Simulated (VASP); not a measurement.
# C in VASP: further runs, part 2 of 2

VASP 6.6.1.

### 4 Single point, PBEsol

Contents of INCAR:

```
  PREC = Accurate
  ENCUT = 520
  EDIFF = 1E-7
  ISMEAR = 1
  SIGMA = 0.1
  LREAL = F
  LASPH = T
  NELM = 100
  ALGO = Normal
  ISIF = 2
  LWAVE = F
  LCHARG = T
  GGA = PS
  LELF = T
  LVHAR = T
  NBANDS = 11
```

Contents of KPOINTS:

```
Automatic mesh
0
Gamma
  6 6 2
```

Contents of POSCAR:

```
C
1.0
    2.4561700000      0.0000000000      0.0000000000
   -1.2280850000      2.1271060000      0.0000000000
    0.0000000000      0.0000000000      8.5238030000
C
2
Direct
    0.3333333333      0.6666666667      0.0000000000
    0.6666666667      0.3333333333      0.0000000000
```

Potentials or basis: VASP PAW PBE potentials, release 64 (C).

Started as:

```
> cat potpaw_PBE.64/C/POTCAR > POTCAR
> mpirun -np 1 vasp_std > vasp.out
```

OUTCAR:

```text
PREC = Accurate
   ENCUT = 520
   EDIFF = 1E-7
   ISMEAR = 1
   LREAL = F
   LASPH = T
   NELM = 100
   ISIF = 2
   GGA = PS

 ion  position               nearest neighbor table
   1  0.333  0.667  0.000-   2 1.42   2 1.42   2 1.42
   2  0.667  0.333  0.000-   1 1.42   1 1.42   1 1.42

  LATTYP: Found a hexagonal cell.
 ALAT       =     2.4561700000
 C/A-ratio  =     3.4703636149

  Lattice vectors:

 A1 = (   2.4561700000,   0.0000000000,   0.0000000000)
 A2 = (  -1.2280850000,   2.1271060000,   0.0000000000)
 A3 = (   0.0000000000,   0.0000000000,   8.5238030000)

Analysis of symmetry for initial positions (statically):
=====================================================================
 Subroutine PRICEL returns:
 Original cell was already a primitive cell.

 Routine SETGRP: Setting up the symmetry group for a
 hexagonal supercell.

 Subroutine GETGRP returns: Found 24 space group operations
 (whereof 24 operations were pure point group operations)
 out of a pool of 24 trial point group operations.

The static configuration has the point symmetry D_6h.

Analysis of symmetry for dynamics (positions and initial velocities):
=====================================================================
 Subroutine PRICEL returns:
 Original cell was already a primitive cell.

 Routine SETGRP: Setting up the symmetry group for a
 hexagonal supercell.

 Subroutine GETGRP returns: Found 24 space group operations
 (whereof 24 operations were pure point group operations)
 out of a pool of 24 trial point group operations.

The dynamic configuration has the point symmetry D_6h.

 Subroutine INISYM returns: Found 24 space group operations
 (whereof 24 operations are pure point group operations),
 and found     1 'primitive' translations

----------------------------------------------------------------------------------------

                                     Primitive cell

  volume of cell :      44.5329

  direct lattice vectors                    reciprocal lattice vectors
     2.456170000  0.000000000  0.000000000     0.407137942  0.235061158  0.000000000
    -1.228085000  2.127106000  0.000000000     0.000000000  0.470122316  0.000000000
     0.000000000  0.000000000  8.523803000     0.000000000  0.000000000  0.117318526

  length of vectors
     2.456170000  2.456170333  8.523803000     0.470122380  0.470122316  0.117318526

  position of ions in fractional coordinates (direct lattice)
     0.333333333  0.666666667  0.000000000
     0.666666667  0.333333333  0.000000000

  ion indices of the primitive-cell ions
   primitive index   ion index
                 1           1
                 2           2

----------------------------------------------------------------------------------------

 KPOINTS: Automatic mesh

Automatic generation of k-mesh.
 Grid dimensions read from file:
[... 25 lines left out ...]
  0.500000 -0.000000  0.000000      3.000000
  0.166667  0.166667  0.000000      6.000000
  0.333333  0.166667  0.000000     12.000000
  0.333333  0.333333  0.000000      2.000000
  0.000000  0.000000  0.500000      1.000000
  0.166667 -0.000000  0.500000      6.000000
  0.333333  0.000000  0.500000      6.000000
  0.500000 -0.000000  0.500000      3.000000
  0.166667  0.166667  0.500000      6.000000
  0.333333  0.166667  0.500000     12.000000
  0.333333  0.333333  0.500000      2.000000
   k-points           NKPTS =     14   k-points in BZ     NKDIM =     14   number of bands    NBANDS=     11
   number of dos      NEDOS =    301   number of ions     NIONS =      2
   total plane-waves  NPLWV =  20736
   dimension x,y,z NGX =    18 NGY =   18 NGZ =   64
   dimension x,y,z NGXF=    36 NGYF=   36 NGZF=  128
   ions per type =               2
   NGX,Y,Z   is equivalent  to a cutoff of  12.18, 12.18, 12.48 a.u.
   NGXF,Y,Z  is equivalent  to a cutoff of  24.37, 24.37, 24.96 a.u.
 SYSTEM =  unknown system
   PREC   = accura    normal or accurate (medium, high low for compatibility)
   ISTART =      0    job   : 0-new  1-cont  2-samecut
   ICHARG =      2    charge: 1-file 2-atom 10-const
   ISPIN  =      1    spin polarized calculation?
   LNONCOLLINEAR =      F non collinear calculations
   LSORBIT =      F    spin-orbit coupling
   LASPH  =      T    aspherical Exc in radial PAW
   ENCUT  =  520.0 eV  38.22 Ry    6.18 a.u.   4.57  4.57 15.85*2*pi/ulx,y,z
   NELM   =    100;   NELMIN=  2; NELMDL= -5     # of ELM steps
   EDIFF  = 0.1E-06   stopping-criterion for ELM
   LREAL  =      F    real-space projection
   EDIFFG = 0.1E-05   stopping-criterion for IOM
   NSW    =      0    number of steps for IOM
   IBRION =     -1    ionic relax: 0-MD 1-quasi-New 2-CG
   NFREE  =      0    steps in history (QN), initial steepest desc. (CG)
   ISIF   =      2    stress and relaxation
   ISYM   =      2    0-nonsym 1-usesym 2-fastsym
   POTIM  = 0.5000    time-step for ionic-motion
   TEBEG  =    0.0;   TEEND  =   0.0 temperature during run
   PSTRESS=    0.0 pullay stress
   NELECT =       8.0000    total number of electrons
   NUPDOWN=      -1.0000    fix difference up-down
   EMIN   =  10.00;   EMAX   =-10.00  energy-range for DOS
   EFERMI =   0.00;   METHOD = LEGACY
   ISMEAR =     1;   SIGMA  =   0.10  broadening in eV -4-tet -1-fermi 0-gaus
   EFERMI_NEDOS =   21; number of points for ismear=-14 and -15
   IALGO  =     38    algorithm
   IMIX   =      4    mixing-type and parameters
     AMIX     =   0.40;   BMIX     =  1.00
     AMIX_MAG =   1.60;   BMIX_MAG =  1.00
  volume/ion in A,a.u.               =      22.27       150.26
  Fermi-wavevector in a.u.,A,eV,Ry     =   0.923729  1.745594 11.609511  0.853275
  Thomas-Fermi vector in A             =   2.049397
   LORBIT       =      0    0 simple, 1 ext, 2 COOP (PROOUT), +10 PAW based schemes
   GGA     = PS    functional components
   LHFCALC =     F    Hartree Fock is set to
   AEXX    =    0.0000 exact exchange contribution
   IVDW    =     0    specifies the selected vdW correction
   LEPSILON=     F    determine dielectric tensor
   LRPA    =     F    only Hartree local field effects (RPA)
 non-spin polarized calculation
 Methfessel and Paxton  Order N= 1 SIGMA  =   0.10
  energy-cutoff  :      520.00
  volume of cell :       44.53
 maximum number of plane-waves:      1221
   NGX =  9   NGY =  9   NGZ = 31

 number of electron       7.9999997 magnetization

 Free energy of the ion-electron system (eV)
  ---------------------------------------------------
  ext. energy  EPLUGINS =         0.00000000
  ---------------------------------------------------
  free energy    TOTEN  =       -19.22854051 eV

  energy without entropy =      -19.22540612  energy(sigma->0) =      -19.22749571

 E-fermi :  -0.7435     XC(G=0):  -4.9805

 val. band max:       -0.7435000553   @ k =   0.3333   0.3333   0.5000
 cond. band min:      -0.7434444194   @ k =   0.3333   0.3333   0.0000
 fundamental gap:      0.0000556359
 Fermi energy:        -0.7434722375

 k-point     1 :       0.0000    0.0000    0.0000
  band No.  band energies     occupation
      1     -20.3236      2.00000
      2      -8.4734      2.00000
      3      -3.7441      2.00000
      4      -3.7441      2.00000
      5       2.3553      0.00000
      6       4.7253      0.00000
      7       6.2769      0.00000
      8       7.6179      0.00000
      9       7.6179      0.00000
     10      10.8512      0.00000
     11      12.1309      0.00000
[... 169 lines left out ...]
 k-point    14 :       0.3333    0.3333    0.5000
  band No.  band energies     occupation
      1     -13.3126      2.00000
      2     -13.3126      2.00000
      3     -11.4340      2.00000
      4      -0.7435      1.00052
      5      -0.7435      1.00047
      6       9.7561      0.00000
      7      12.3521      0.00000
      8      12.3521      0.00000
      9      12.9526      0.00000
     10      14.0298      0.00000
     11      14.0299      0.00000

------------------------ aborting loop because EDIFF is reached ----------------------------------------

  FORCE on cell =-STRESS in cart. coord.  units (eV):
  Direction    XX          YY          ZZ          XY          YZ          ZX
  --------------------------------------------------------------------------------------
  -------------------------------------------------------------------------------------
  Total        0.3278326      0.3278327     -0.0103239      0.0000000      0.0000000     -0.0000000
  in kB       11.7945589     11.7945632     -0.3714272      0.0000000      0.0000000     -0.0000000
  external PRESSURE =       7.7392316 kB  Pullay stress =       0.0000000 kB

 VOLUME and BASIS-vectors are now :
 -----------------------------------------------------------------------------
  energy-cutoff  :      520.00
  volume of cell :       44.53
      direct lattice vectors                 reciprocal lattice vectors
     2.456170000  0.000000000  0.000000000     0.407137942  0.235061158  0.000000000
    -1.228085000  2.127106000  0.000000000     0.000000000  0.470122316  0.000000000
     0.000000000  0.000000000  8.523803000     0.000000000  0.000000000  0.117318526

 POSITION                                       TOTAL-FORCE (eV/Angst)
 -----------------------------------------------------------------------------------
     -0.00000      1.41807      0.00000        -0.000000      0.000000      0.000000
      1.22809      0.70904      0.00000         0.000000     -0.000000     -0.000000
 -----------------------------------------------------------------------------------
    total drift:                                0.000000     -0.000000      0.000000

  FREE ENERGIE OF THE ION-ELECTRON SYSTEM (eV)
  ---------------------------------------------------
  free  energy   TOTEN  =       -19.2285405083 eV

  energy  without entropy=      -19.2254061225  energy(sigma->0) =      -19.22749571
```

OSZICAR:

```text
N       E                     dE             d eps       ncg     rms          rms(c)
DAV:   1     0.214283986243E+02    0.21428E+02   -0.35373E+03   308   0.563E+02
DAV:   2    -0.187545657386E+02   -0.40183E+02   -0.37396E+02   388   0.128E+02
DAV:   3    -0.205160917116E+02   -0.17615E+01   -0.17534E+01   396   0.271E+01
DAV:   4    -0.205318695138E+02   -0.15778E-01   -0.15767E-01   454   0.298E+00
DAV:   5    -0.205320256356E+02   -0.15612E-03   -0.15611E-03   365   0.272E-01    0.646E+00
DAV:   6    -0.195926905929E+02    0.93934E+00   -0.75040E-01   352   0.498E+00    0.375E+00
DAV:   7    -0.192325722892E+02    0.36012E+00   -0.10025E+00   365   0.574E+00    0.929E-01
DAV:   8    -0.192274798697E+02    0.50924E-02   -0.30151E-02   349   0.982E-01    0.188E-01
DAV:   9    -0.192270017543E+02    0.47812E-03   -0.49442E-04   371   0.142E-01    0.120E-01
DAV:  10    -0.192269811886E+02    0.20566E-04   -0.47065E-03   328   0.279E-01    0.917E-02
DAV:  11    -0.192278454155E+02   -0.86423E-03   -0.15548E-04   362   0.724E-02    0.377E-02
DAV:  12    -0.192284733874E+02   -0.62797E-03   -0.91760E-05   334   0.604E-02    0.218E-02
DAV:  13    -0.192285193461E+02   -0.45959E-04   -0.19661E-06   369   0.100E-02    0.794E-03
DAV:  14    -0.192285403354E+02   -0.20989E-04   -0.14699E-06   343   0.671E-03    0.129E-03
DAV:  15    -0.192285405213E+02   -0.18582E-06   -0.41948E-08   363   0.152E-03    0.841E-04
DAV:  16    -0.192285405083E+02    0.12972E-07   -0.12476E-08   343   0.689E-04
   1 F= -.19228541E+02 E0= -.19227496E+02  d E =-.313439E-02
```

Wall time 14 s (1 thread of Intel Xeon 8259CL, shared host); peak memory 0.14 GiB.

Results:

```yaml
Free_energy: -19.2285 eV
Band_gap_on_the_k_mesh: zero (filled and empty bands touch)
```

Caveat: the k points lie up to 0.49 Å⁻¹ apart; the PAW data sets were made with another functional, which shifts forces and pressure a little.

### 5 Summary

```tsv
k mesh	gap on the mesh (eV)
4 × 4 × 1	4.04
5 × 5 × 2	2.82
6 × 6 × 2	none
```

Alike in all rows: task single point; level PBEsol; potentials or basis VASP PAW PBE potentials, release 64 (C); no spin polarisation; cell as given; cutoff (eV) 520; smearing methfessel-paxton 0.1 eV.

Caveats: all runs use coarse meshes; the PAW data sets were made with another functional, which shifts forces and pressure a little.

Total energies depend on the potentials used, so only differences within one code and one set of settings carry meaning.
